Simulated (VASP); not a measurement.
# WSe2 (Cm) in VASP: single point with PBE+D3(BJ)

Aim: the single point of WSe2 with PBE+D3(BJ).

Program: VASP 6.6.1. These are calculated values, not measurements. Logs are shortened: lines on timing, memory, paths and dates and some standing lists are left out, and cuts for length are marked.

## 1. The cell of the first run

Symmetry: Cm, No. 8, monoclinic system. Conventional cell: a = 5.679 Å, b = 3.279 Å, c = 12.789 Å, α = 90.00°, β = 90.00°, γ = 90.00°. W (site symmetry m) has 6 Se at 2.32 to 2.68 Å within 3.1 Å. W (site symmetry m) has 6 Se at 2.53 Å and 6 W at 3.28 Å within 3.3 Å. Within 3.3 Å of Se (site symmetry m) lie 3 W at 2.53 Å and 6 Se at 3.28 Å. Within 3.1 Å of Se (site symmetry m) lie 3 W at 2.32 to 2.55 Å. Within 3.3 Å of Se (site symmetry m) lie 3 W at 2.53 Å and 6 Se at 3.28 Å. Se (site symmetry m) has 3 W at 2.46 to 2.68 Å within 3.2 Å.

## 2. Single point, PBE+D3(BJ) (atom 1 (W) moved by (+0.200, -0.100) A along y and z)

INCAR reads:

```
SYSTEM = WSe2
PREC = Accurate
ENCUT = 520
EDIFF = 1E-7
ISMEAR = 0
SIGMA = 0.05
LREAL = .FALSE.
LASPH = .TRUE.
NELM = 100
ALGO = Normal
ISIF = 2
LWAVE = .FALSE.
LCHARG = .FALSE.
GGA = PE
IVDW = 12
NBANDS = 35
```

KPOINTS reads:

```
regular mesh
0
G
  12 12 2
  0 0 0
```

POSCAR reads:

```
WSe2
1.0
    3.2790275604      0.0000000000      0.0000000000
   -1.6395137802      2.8397211670      0.0000000000
    0.0000000000      0.0000000000     12.7886113462
W Se
2 4
Direct
    0.3685480583      0.7370961167      0.2421805427
    0.6666666667      0.3333333333      0.7500000000
    0.3333333333      0.6666666667      0.6182912225
    0.6666666667      0.3333333333      0.1182912225
    0.3333333333      0.6666666667      0.8817087775
    0.6666666667      0.3333333333      0.3817087775
```

Potentials or basis: VASP PAW PBE potentials, release 64 (W_sv, Se).

Launch:

```console
$ cat potpaw_PBE.64/W_sv/POTCAR potpaw_PBE.64/Se/POTCAR > POTCAR
$ mpirun -np 1 vasp_std > vasp.out
```

OUTCAR:

```text
SYSTEM = WSe2
   PREC = Accurate
   ENCUT = 520
   EDIFF = 1E-7
   ISMEAR = 0
   LREAL = .FALSE.
   LASPH = .TRUE.
   NELM = 100
   ISIF = 2
   GGA = PE
   IVDW = 12
 IVDW          = 12

 ion  position               nearest neighbor table
   1  0.369  0.737  0.242-   4 2.32   6 2.46   4 2.55   4 2.55   6 2.68   6 2.68
   2  0.667  0.333  0.750-   3 2.53   5 2.53   3 2.53   5 2.53   3 2.53   5 2.53
   3  0.333  0.667  0.618-   2 2.53   2 2.53   2 2.53
   4  0.667  0.333  0.118-   1 2.32   1 2.55   1 2.55
   5  0.333  0.667  0.882-   2 2.53   2 2.53   2 2.53
   6  0.667  0.333  0.382-   1 2.46   1 2.68   1 2.68

  LATTYP: Found a hexagonal cell.
 ALAT       =     3.2790275604
 C/A-ratio  =     3.9001231648

  Lattice vectors:

 A1 = (   3.2790275604,   0.0000000000,   0.0000000000)
 A2 = (  -1.6395137802,   2.8397211670,   0.0000000000)
 A3 = (   0.0000000000,   0.0000000000,  12.7886113462)

Analysis of symmetry for initial positions (statically):
=====================================================================
 Subroutine PRICEL returns:
 Original cell was already a primitive cell.

 Routine SETGRP: Setting up the symmetry group for a
 hexagonal supercell.

 Subroutine GETGRP returns: Found  2 space group operations
 (whereof  2 operations were pure point group operations)
 out of a pool of 24 trial point group operations.

The static configuration has the point symmetry C_1h.

Analysis of symmetry for dynamics (positions and initial velocities):
=====================================================================
 Subroutine PRICEL returns:
 Original cell was already a primitive cell.

 Routine SETGRP: Setting up the symmetry group for a
 hexagonal supercell.

 Subroutine GETGRP returns: Found  2 space group operations
 (whereof  2 operations were pure point group operations)
 out of a pool of 24 trial point group operations.

The dynamic configuration has the point symmetry C_1h.

 Subroutine INISYM returns: Found  2 space group operations
 (whereof  2 operations are pure point group operations),
 and found     1 'primitive' translations

----------------------------------------------------------------------------------------

                                     Primitive cell

  volume of cell :     119.0815

  direct lattice vectors                    reciprocal lattice vectors
     3.279027560  0.000000000  0.000000000     0.304968464  0.176073625  0.000000000
    -1.639513780  2.839721167  0.000000000     0.000000000  0.352147250  0.000000000
     0.000000000  0.000000000 12.788611346     0.000000000  0.000000000  0.078194573

  length of vectors
     3.279027560  3.279027560 12.788611346     0.352147250  0.352147250  0.078194573

  position of ions in fractional coordinates (direct lattice)
     0.368548058  0.737096117  0.242180543
     0.666666667  0.333333333  0.750000000
     0.333333333  0.666666667  0.618291222
     0.666666667  0.333333333  0.118291222
     0.333333333  0.666666667  0.881708778
     0.666666667  0.333333333  0.381708778

  ion indices of the primitive-cell ions
   primitive index   ion index
                 1           1
                 2           2
                 3           3
                 4           4
                 5           5
                 6           6

----------------------------------------------------------------------------------------

 KPOINTS: regular mesh

Automatic generation of k-mesh.
 Grid dimensions read from file:
 generate k-points for:   12   12    2

 Generating k-lattice:

  Cartesian coordinates                     Fractional coordinates (reciprocal lattice)
     0.025414039  0.014672802  0.000000000     0.083333333  0.000000000  0.000000000
     0.000000000  0.029345604  0.000000000     0.000000000  0.083333333  0.000000000
     0.000000000  0.000000000  0.039097286     0.000000000  0.000000000  0.500000000

  Length of vectors
     0.029345604  0.029345604  0.039097286

  Shift w.r.t. Gamma in fractional coordinates (k-lattice)
     0.000000000  0.000000000  0.000000000

 Subroutine IBZKPT returns following result:
 ===========================================

 Found     86 irreducible k-points:

 Following reciprocal coordinates:
            Coordinates               Weight
  0.000000  0.000000  0.000000      1.000000
  0.083333  0.000000  0.000000      4.000000
  0.000000  0.083333  0.000000      2.000000
  0.166667  0.000000  0.000000      4.000000
  0.000000  0.166667  0.000000      2.000000
  0.250000  0.000000  0.000000      4.000000
[... 16 lines left out ...]
 -0.083333  0.416667  0.000000      4.000000
 -0.416667  0.333333  0.000000      4.000000
 [... further k-points ...]
   k-points           NKPTS =     86   k-points in BZ     NKDIM =     86   number of bands    NBANDS=     35
   number of dos      NEDOS =    301   number of ions     NIONS =      6
   total plane-waves  NPLWV =  55296
   dimension x,y,z NGX =    24 NGY =   24 NGZ =   96
   dimension x,y,z NGXF=    48 NGYF=   48 NGZF=  192
   ions per type =               2   4
   NGX,Y,Z   is equivalent  to a cutoff of  12.17, 12.17, 12.48 a.u.
   NGXF,Y,Z  is equivalent  to a cutoff of  24.34, 24.34, 24.96 a.u.
 SYSTEM =  WSe2
   PREC   = accura    normal or accurate (medium, high low for compatibility)
   ISTART =      0    job   : 0-new  1-cont  2-samecut
   ICHARG =      2    charge: 1-file 2-atom 10-const
   ISPIN  =      1    spin polarized calculation?
   LNONCOLLINEAR =      F non collinear calculations
   LSORBIT =      F    spin-orbit coupling
   LASPH  =      T    aspherical Exc in radial PAW
   ENCUT  =  520.0 eV  38.22 Ry    6.18 a.u.   6.10  6.10 23.78*2*pi/ulx,y,z
   NELM   =    100;   NELMIN=  2; NELMDL= -5     # of ELM steps
   EDIFF  = 0.1E-06   stopping-criterion for ELM
   LREAL  =      F    real-space projection
   EDIFFG = 0.1E-05   stopping-criterion for IOM
   NSW    =      0    number of steps for IOM
   IBRION =     -1    ionic relax: 0-MD 1-quasi-New 2-CG
   NFREE  =      0    steps in history (QN), initial steepest desc. (CG)
   ISIF   =      2    stress and relaxation
   ISYM   =      2    0-nonsym 1-usesym 2-fastsym
   POTIM  = 0.5000    time-step for ionic-motion
   TEBEG  =    0.0;   TEEND  =   0.0 temperature during run
   PSTRESS=    0.0 pullay stress
   NELECT =      52.0000    total number of electrons
   NUPDOWN=      -1.0000    fix difference up-down
   EMIN   =  10.00;   EMAX   =-10.00  energy-range for DOS
   EFERMI =   0.00;   METHOD = LEGACY
   ISMEAR =     0;   SIGMA  =   0.05  broadening in eV -4-tet -1-fermi 0-gaus
   EFERMI_NEDOS =   21; number of points for ismear=-14 and -15
   IALGO  =     38    algorithm
   IMIX   =      4    mixing-type and parameters
     AMIX     =   0.40;   BMIX     =  1.00
     AMIX_MAG =   1.60;   BMIX_MAG =  1.00
  volume/ion in A,a.u.               =      19.85       133.93
  Fermi-wavevector in a.u.,A,eV,Ry     =   1.242018  2.347074 20.988466  1.542609
  Thomas-Fermi vector in A             =   2.376391
   LORBIT       =      0    0 simple, 1 ext, 2 COOP (PROOUT), +10 PAW based schemes
   GGA     = PE    functional components
   LHFCALC =     F    Hartree Fock is set to
   AEXX    =    0.0000 exact exchange contribution
   IVDW    =    12    specifies the selected vdW correction
   LEPSILON=     F    determine dielectric tensor
   LRPA    =     F    only Hartree local field effects (RPA)
 non-spin polarized calculation
 Gauss-broadening in eV      SIGMA  =   0.05
  energy-cutoff  :      520.00
  volume of cell :      119.08
 maximum number of plane-waves:      3248
   NGX = 13   NGY = 13   NGZ = 47

 number of electron      51.9999993 magnetization

 Free energy of the ion-electron system (eV)
  ---------------------------------------------------
  ext. energy  EPLUGINS =         0.00000000
  ---------------------------------------------------
  free energy    TOTEN  =       -42.54169149 eV

  energy without entropy =      -42.54169149  energy(sigma->0) =      -42.54169149

 E-fermi :   7.0137     XC(G=0): -10.8950

 val. band max:        6.5689383119   @ k =   0.0000   0.0000   0.0000
 cond. band min:       7.3053254141   @ k =  -0.3333   0.1667   0.0000
 fundamental gap:      0.7363871022
 Fermi energy:         7.0136989356

 k-point     1 :       0.0000    0.0000    0.0000
  band No.  band energies     occupation
      1     -67.8208      2.00000
      2     -67.7939      2.00000
      3     -32.0904      2.00000
      4     -32.0716      2.00000
      5     -31.9396      2.00000
      6     -31.9344      2.00000
[... 27 lines left out ...]
     34      10.0909      0.00000
     35      11.2040      0.00000

 k-point     2 :       0.0833    0.0000    0.0000
  band No.  band energies     occupation
      1     -67.8201      2.00000
      2     -67.7932      2.00000
      3     -32.0876      2.00000
      4     -32.0685      2.00000
      5     -31.9506      2.00000
      6     -31.9475      2.00000
[... 27 lines left out ...]
     34      10.1807      0.00000
     35      11.7987      0.00000

 k-point     3 :       0.0000    0.0833    0.0000
  band No.  band energies     occupation
      1     -67.8201      2.00000
      2     -67.7932      2.00000
      3     -32.0874      2.00000
      4     -32.0685      2.00000
      5     -31.9563      2.00000
      6     -31.9507      2.00000
[... 27 lines left out ...]
     34       9.7950      0.00000
     35      11.7444      0.00000
[... 723 lines left out ...]
 k-point    23 :      -0.0833    0.4167    0.0000
  band No.  band energies     occupation
      1     -67.8114      2.00000
      2     -67.7843      2.00000
      3     -32.1553      2.00000
      4     -32.1362      2.00000
      5     -32.0412      2.00000
      6     -32.0310      2.00000
[... 27 lines left out ...]
     34      11.1824      0.00000
     35      11.4201      0.00000

 k-point    24 :      -0.4167    0.3333    0.0000
  band No.  band energies     occupation
      1     -67.8114      2.00000
      2     -67.7845      2.00000
      3     -32.1361      2.00000
      4     -32.1088      2.00000
      5     -32.0496      2.00000
      6     -32.0310      2.00000
[... 27 lines left out ...]
     34      10.7672      0.00000
     35      11.4664      0.00000

 [... further k-points ...]

------------------------ aborting loop because EDIFF is reached ----------------------------------------

 Edisp (eV)   -2.85331

 E8    (eV) :    -1.2728

  FORCE on cell =-STRESS in cart. coord.  units (eV):
  Direction    XX          YY          ZZ          XY          YZ          ZX
  --------------------------------------------------------------------------------------
  -------------------------------------------------------------------------------------
  Total      -0.52669     2.71730     2.23499     0.00000    -1.30216     0.00000
  in kB      -7.08637    36.55987    30.07059     0.00000   -17.51980     0.00000
  external pressure =       19.85 kB  Pullay stress =        0.00 kB

 VOLUME and BASIS-vectors are now :
 -----------------------------------------------------------------------------
  energy-cutoff  :      520.00
  volume of cell :      119.08
      direct lattice vectors                 reciprocal lattice vectors
     3.279027560  0.000000000  0.000000000     0.304968464  0.176073625  0.000000000
    -1.639513780  2.839721167  0.000000000     0.000000000  0.352147250  0.000000000
     0.000000000  0.000000000 12.788611346     0.000000000  0.000000000  0.078194573

 POSITION                                       TOTAL-FORCE (eV/Angst)
 -----------------------------------------------------------------------------------
     -0.00000      2.09315      3.09715        -0.000000     -3.952741      3.078739
      1.63951      0.94657      9.59146        -0.000000      0.011787     -0.021785
     -0.00000      1.89315      7.90709        -0.000000      0.013967     -0.051031
      1.63951      0.94657      1.51278         0.000000      2.460776     -2.243545
     -0.00000      1.89315     11.27583        -0.000000      0.013039      0.047452
      1.63951      0.94657      4.88153        -0.000000      1.453173     -0.809830
 -----------------------------------------------------------------------------------
    total drift:                               -0.000000      0.000246     -0.000178

  FREE ENERGIE OF THE ION-ELECTRON SYSTEM (eV)
  ---------------------------------------------------
  free  energy   TOTEN  =       -45.3949974717 eV

  energy  without entropy=      -45.3949974717  energy(sigma->0) =      -45.39499747
```

It took 3.9 min on 1 thread of Intel Xeon Platinum 8375C at 2.90GHz (Ice Lake), shared host; peak memory 0.43 GiB.

What came out:

* Free energy: -45.3950 eV
* Pressure: 2.0 GPa
* Largest force: 5.010 eV/Å
* Band gap on the k mesh: 0.74 eV, indirect (least direct gap 1.49 eV)
* Dispersion energy per atom: -0.476 eV

Forces on the atoms (eV/Å):
```
W    0.000 -3.953  3.079
W    0.000  0.012 -0.022
Se   0.000  0.014 -0.051
Se   0.000  2.461 -2.244
Se   0.000  0.013  0.047
Se   0.000  1.453 -0.810
```

Levels at points of the mesh, in eV from the valence-band top:
```
           k point  band 22  band 23  band 24  band 25  band 26  band 27  band 28  band 29  band 30  band 31
(0.00, 0.00, 0.00)    -1.54    -1.36    -0.89    -0.68     0.00     1.64     2.10     2.61     2.62     2.73
(0.50, 0.00, 0.00)    -2.37    -1.82    -1.46    -1.27    -0.54     2.06     2.13     2.21     2.41     2.70
(0.00, 0.50, 0.00)    -2.58    -1.78    -1.42    -1.37    -1.02     1.98     2.13     2.22     2.61     3.07
(0.00, 0.00, 0.50)    -1.54    -1.54    -0.68    -0.43    -0.05     1.63     2.12     2.60     2.62     2.75
(0.50, 0.00, 0.50)    -2.47    -1.82    -1.42    -1.26    -0.55     2.09     2.12     2.33     2.48     2.69
(0.00, 0.50, 0.50)    -2.67    -1.74    -1.41    -1.27    -1.12     1.98     2.12     2.45     2.46     3.29
```

Caveat: the cell differs from its parent crystal (atom 1 (W) moved by (+0.200, -0.100) A along y and z); spin-orbit coupling is left out, which moves the levels of the heavy elements; forces of over 1 eV/Å act on the atoms, so gaps and moduli don't describe the material at rest.
